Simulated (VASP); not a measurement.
# BaSi2C2 (Cmmm) in VASP: a series of runs

Runs on BaSi2C2. Level: PBE. Tasks: single point, relaxation of cell and atoms.

Everything below comes from runs of VASP 6.6.1. Logs are shortened: lines on timing, memory, paths and dates and some standing lists are left out, and cuts for length are marked.

**1. The cell of the first run**

The structure is orthorhombic, space group Cmmm (No. 65). The conventional cell has a = 6.164 Å, b = 7.940 Å, c = 4.013 Å, α = 90.00°, β = 90.00°, γ = 90.00°. Within 4.2 Å of Ba (site symmetry mmm) lie 8 C at 3.22 Å and 12 Si at 3.45 to 3.86 Å and 2 Ba at 4.01 Å. Within 2.4 Å of Si (site symmetry m2m) lie 2 C at 1.75 Å and 1 Si at 2.33 Å. Within 2.3 Å of C (site symmetry 2/m) lie 2 Si at 1.75 Å.

The cell was generated, and may not be a known phase.

**2. Single point, PBE, collinear spin**

The input, INCAR:

```
ALGO = Normal ; EDIFF = 1E-7
ENCUT = 520 ; GGA = PE
ISIF = 2 ; ISMEAR = 0
ISPIN = 2 ; LASPH = True
LCHARG = False ; LORBIT = 11
LREAL = False ; LWAVE = False
MAGMOM = 0 0 0 1 1 ; NBANDS = 25
NELM = 150 ; PREC = Accurate
SIGMA = 0.1
```

The input, KPOINTS:

```
k-points
0
Gamma
  4 4 4
```

The input, POSCAR:

```
BaSi2C2
1.0
    3.0818329564     -3.9698593764      0.0000000000
    3.0818329564      3.9698593764      0.0000000000
    0.0000000000      0.0000000000      4.0131416060
Ba Si C
1 2 2
Direct
    0.5000000000      0.5000000000      0.0000000000
    0.1467448941      0.8532551059      0.5000000000
    0.8532551059      0.1467448941      0.5000000000
    0.0000000000      0.5000000000      0.5000000000
    0.5000000000      0.0000000000      0.5000000000
```

Potentials or basis: VASP PAW PBE potentials, release 64 (Ba_sv, Si, C).

Started as:

```sh
> cat potpaw_PBE.64/Ba_sv/POTCAR potpaw_PBE.64/Si/POTCAR potpaw_PBE.64/C/POTCAR > POTCAR
> mpirun -np 1 vasp_std > vasp.out
```

OUTCAR:

```text
EDIFF = 1E-7
   ENCUT = 520
   GGA = PE
   ISIF = 2
   ISMEAR = 0
   ISPIN = 2
   LASPH = True
   LORBIT = 11
   LREAL = False
   NELM = 150
   PREC = Accurate

 ion  position               nearest neighbor table
   1  0.500  0.500  0.000-   4 3.22   5 3.22   4 3.22   5 3.22   5 3.22   5 3.22   4 3.22   4 3.22
                             2 3.45   3 3.45   2 3.45   3 3.45   2 3.86   2 3.86   2 3.86   2 3.86
   2  0.147  0.853  0.500-   4 1.75   5 1.75   3 2.33   1 3.45   1 3.45   1 3.86   1 3.86   1 3.86
                             1 3.86
   3  0.853  0.147  0.500-   4 1.75   5 1.75   2 2.33   1 3.45   1 3.45   1 3.86   1 3.86   1 3.86
                             1 3.86
   4  0.000  0.500  0.500-   2 1.75   3 1.75   1 3.22   1 3.22   1 3.22   1 3.22
   5  0.500  0.000  0.500-   2 1.75   3 1.75   1 3.22   1 3.22   1 3.22   1 3.22

  LATTYP: Found a base centered orthorhombic cell.
 ALAT       =     6.1636659128
 B/A-ratio  =     1.2881487844
 C/A-ratio  =     0.6510965492

  Lattice vectors:

 A1 = (   3.0818329564,  -3.9698593764,   0.0000000000)
 A2 = (   3.0818329564,   3.9698593764,   0.0000000000)
 A3 = (   0.0000000000,   0.0000000000,   4.0131416060)

Analysis of symmetry for initial positions (statically):
=====================================================================
 Subroutine PRICEL returns:
 Original cell was already a primitive cell.

 Routine SETGRP: Setting up the symmetry group for a
 base centered orthorhombic supercell.

 Subroutine GETGRP returns: Found  8 space group operations
 (whereof  8 operations were pure point group operations)
 out of a pool of  8 trial point group operations.

The static configuration has the point symmetry D_2h.

Analysis of symmetry for dynamics (positions and initial velocities):
=====================================================================
 Subroutine PRICEL returns:
 Original cell was already a primitive cell.

 Routine SETGRP: Setting up the symmetry group for a
 base centered orthorhombic supercell.

 Subroutine GETGRP returns: Found  8 space group operations
 (whereof  8 operations were pure point group operations)
 out of a pool of  8 trial point group operations.

The dynamic configuration has the point symmetry D_2h.

Analysis of structural, dynamic, and magnetic symmetry:
=====================================================================
 Subroutine PRICEL returns:
 Original cell was already a primitive cell.

 Routine SETGRP: Setting up the symmetry group for a
 base centered orthorhombic supercell.

 Subroutine GETGRP returns: Found  8 space group operations
[... 137 lines left out ...]
 Gauss-broadening in eV      SIGMA  =   0.10
  energy-cutoff  :      520.00
  volume of cell :       98.20
 maximum number of plane-waves:      2662
 NGX is ok and might be reduce to    40
   NGX = 19   NGY = 19   NGZ = 15

 number of electron      26.0000000 magnetization       0.0606473

 Free energy of the ion-electron system (eV)
  ---------------------------------------------------
  ext. energy  EPLUGINS =         0.00000000
  ---------------------------------------------------
  free energy    TOTEN  =       -29.96082619 eV

  energy without entropy =      -29.94441180  energy(sigma->0) =      -29.95261900

 E-fermi :   3.7862     XC(G=0):  -9.3648

 val. band max:        3.7636074508   @ k =  -0.2500   0.2500   0.0000
 cond. band min:       3.8287581954   @ k =   0.0000   0.0000   0.0000
 fundamental gap:      0.0651507446
 Fermi energy:         3.7862022119

 spin component 1

 k-point     1 :       0.0000    0.0000    0.0000
  band No.  band energies     occupation
      1     -23.3608      1.00000
      2      -8.7498      1.00000
      3      -8.6784      1.00000
      4      -8.6236      1.00000
      5      -8.2999      1.00000
      6      -6.1193      1.00000
[... 577 lines left out ...]
     24      12.2026      0.00000
     25      12.7542      0.00000
 Fermi energy:         3.7862022119

 spin component 2

 k-point     1 :       0.0000    0.0000    0.0000
  band No.  band energies     occupation
      1     -23.3601      1.00000
      2      -8.7306      1.00000
      3      -8.6770      1.00000
      4      -8.6220      1.00000
      5      -8.2995      1.00000
      6      -6.0906      1.00000
[... 577 lines left out ...]
     24      12.2092      0.00000
     25      12.7583      0.00000

------------------------ aborting loop because EDIFF is reached ----------------------------------------

  FORCE on cell =-STRESS in cart. coord.  units (eV):
  Direction    XX          YY          ZZ          XY          YZ          ZX
  --------------------------------------------------------------------------------------
  -------------------------------------------------------------------------------------
  Total        0.2473807      0.2693712      0.5268331      0.0000000      0.0000000      0.0000000
  in kB        4.0362473      4.3950418      8.5957724      0.0000000      0.0000000      0.0000000
  external PRESSURE =       5.6756872 kB  Pullay stress =       0.0000000 kB

 VOLUME and BASIS-vectors are now :
 -----------------------------------------------------------------------------
  energy-cutoff  :      520.00
  volume of cell :       98.20
      direct lattice vectors                 reciprocal lattice vectors
     3.081832956 -3.969859376  0.000000000     0.162241110 -0.125949046  0.000000000
     3.081832956  3.969859376  0.000000000     0.162241110  0.125949046  0.000000000
     0.000000000  0.000000000  4.013141606     0.000000000  0.000000000  0.249181339

 POSITION                                       TOTAL-FORCE (eV/Angst)
 -----------------------------------------------------------------------------------
      3.08183      0.00000      0.00000        -0.000000      0.000000     -0.000000
      3.08183      2.80475      2.00657         0.000000      0.023245      0.000000
      3.08183     -2.80475      2.00657         0.000000     -0.023245     -0.000000
      1.54092      1.98493      2.00657         0.000000      0.000000     -0.000000
      1.54092     -1.98493      2.00657         0.000000      0.000000     -0.000000
 -----------------------------------------------------------------------------------
    total drift:                               -0.000000     -0.000000     -0.000000

  FREE ENERGIE OF THE ION-ELECTRON SYSTEM (eV)
  ---------------------------------------------------
  free  energy   TOTEN  =       -29.9608261901 eV

  energy  without entropy=      -29.9444118043  energy(sigma->0) =      -29.95261900

 total charge

# of ion       s       p       d       tot
------------------------------------------
    1        2.003   5.609   0.283   7.895
    2        0.731   0.990   0.000   1.721
    3        0.731   0.990   0.000   1.721
    4        0.871   1.571   0.000   2.442
    5        0.871   1.571   0.000   2.442
--------------------------------------------------
tot          5.206  10.731   0.283  16.221

 magnetization (x)

# of ion       s       p       d       tot
------------------------------------------
    1       -0.000   0.001   0.001   0.001
    2        0.000  -0.000   0.000   0.000
    3        0.000  -0.000   0.000   0.000
    4        0.001   0.013   0.000   0.014
    5        0.001   0.013   0.000   0.014
--------------------------------------------------
tot          0.002   0.027   0.001   0.030
```

OSZICAR:

```text
N       E                     dE             d eps       ncg     rms          rms(c)
DAV:   1     0.104994521713E+03    0.10499E+03   -0.11248E+04  2100   0.901E+02
DAV:   2    -0.270918156276E+02   -0.13209E+03   -0.12553E+03  3071   0.175E+02
DAV:   3    -0.351583269846E+02   -0.80665E+01   -0.79899E+01  2721   0.420E+01
DAV:   4    -0.353156035445E+02   -0.15728E+00   -0.15716E+00  2783   0.588E+00
DAV:   5    -0.353178239299E+02   -0.22204E-02   -0.22200E-02  2679   0.627E-01    0.147E+01
DAV:   6    -0.300324971781E+02    0.52853E+01   -0.25967E+01  2511   0.182E+01    0.656E+00
DAV:   7    -0.300274699274E+02    0.50273E-02   -0.19422E+00  2329   0.598E+00    0.342E+00
DAV:   8    -0.299659663994E+02    0.61504E-01   -0.24905E-01  2606   0.208E+00    0.132E+00
DAV:   9    -0.299589112742E+02    0.70551E-02   -0.46539E-02  2644   0.955E-01    0.551E-01
DAV:  10    -0.299602838556E+02   -0.13726E-02   -0.44152E-03  2499   0.309E-01    0.180E-01
DAV:  11    -0.299606287944E+02   -0.34494E-03   -0.67868E-04  2499   0.137E-01    0.886E-02
DAV:  12    -0.299608067447E+02   -0.17795E-03   -0.27770E-04  2552   0.921E-02    0.406E-02
DAV:  13    -0.299608179936E+02   -0.11249E-04   -0.34990E-05  2812   0.276E-02    0.245E-02
DAV:  14    -0.299608252080E+02   -0.72145E-05   -0.15064E-05  2501   0.213E-02    0.505E-03
DAV:  15    -0.299608261530E+02   -0.94499E-06   -0.18137E-06  2579   0.782E-03    0.243E-03
DAV:  16    -0.299608261901E+02   -0.37026E-07   -0.10096E-07  1969   0.164E-03
   1 F= -.29960826E+02 E0= -.29952619E+02  d E =-.164144E-01  mag=     0.0610
```

Wall time 2.7 min (1 thread of Intel Xeon 8259CL, shared host); peak memory 0.29 GiB.

Results:

```yaml
Free_energy: -29.9608 eV
Pressure: 0.6 GPa
Largest_force: 0.023 eV/Å
Net_moment: 0.06 μB per cell
Valence_electrons_inside_the_program's_atomic_spheres: Ba 7.89; Si 1.72; C 2.44
```

Forces in eV/Å, atoms in the order of the input:
```
Ba   0.000  0.000  0.000
Si   0.000  0.023  0.000
Si   0.000 -0.023  0.000
C    0.000  0.000  0.000
C    0.000  0.000  0.000
```

Levels at points of the mesh, in eV from the Fermi level:
Spin up:
| k point | band 10 | band 11 | band 12 | band 13 | band 14 | band 15 | band 16 | band 17 |
| --- | --- | --- | --- | --- | --- | --- | --- | --- |
| (0.00, 0.00, 0.00) | -2.23 | -1.39 | -0.13 | 0.04 | 1.29 | 2.76 | 3.17 | 3.63 |
| (0.50, 0.00, 0.00) | -1.99 | -1.98 | -1.09 | -0.10 | 2.23 | 2.96 | 3.15 | 3.83 |
| (0.50, 0.50, 0.00) | -2.19 | -0.46 | -0.29 | 0.19 | 0.79 | 2.17 | 3.09 | 3.60 |
| (0.00, 0.00, 0.50) | -4.48 | -2.22 | -1.58 | -0.91 | 0.96 | 1.80 | 5.07 | 5.34 |
| (0.50, 0.00, 0.50) | -3.06 | -3.03 | -1.03 | -0.57 | 1.18 | 2.27 | 4.23 | 4.48 |
| (0.50, 0.50, 0.50) | -2.80 | -2.28 | -0.91 | 0.52 | 0.64 | 2.83 | 3.33 | 4.16 |
Spin down:
```tsv
k point	band 9	band 10	band 11	band 12	band 13	band 14	band 15	band 16	band 17	band 18
(0.00, 0.00, 0.00)	-4.40	-2.22	-1.35	-0.09	0.06	1.29	2.76	3.17	3.63	4.14
(0.50, 0.00, 0.00)	-3.37	-1.97	-1.95	-1.08	-0.06	2.23	2.97	3.16	3.83	3.91
(0.50, 0.50, 0.00)	-3.62	-2.17	-0.45	-0.26	0.23	0.79	2.18	3.09	3.61	3.97
(0.00, 0.00, 0.50)	-4.49	-4.48	-2.18	-1.57	-0.87	0.96	1.81	5.08	5.35	6.48
(0.50, 0.00, 0.50)	-3.64	-3.05	-3.02	-0.99	-0.54	1.19	2.27	4.24	4.49	5.01
(0.50, 0.50, 0.50)	-3.54	-2.79	-2.28	-0.90	0.56	0.69	2.84	3.34	4.16	4.25
```

Caveat: the k points lie up to 0.39 Å⁻¹ apart; spin-orbit coupling is left out, which moves the levels of the heavy elements.

(Part 1 of 2 ends here.)
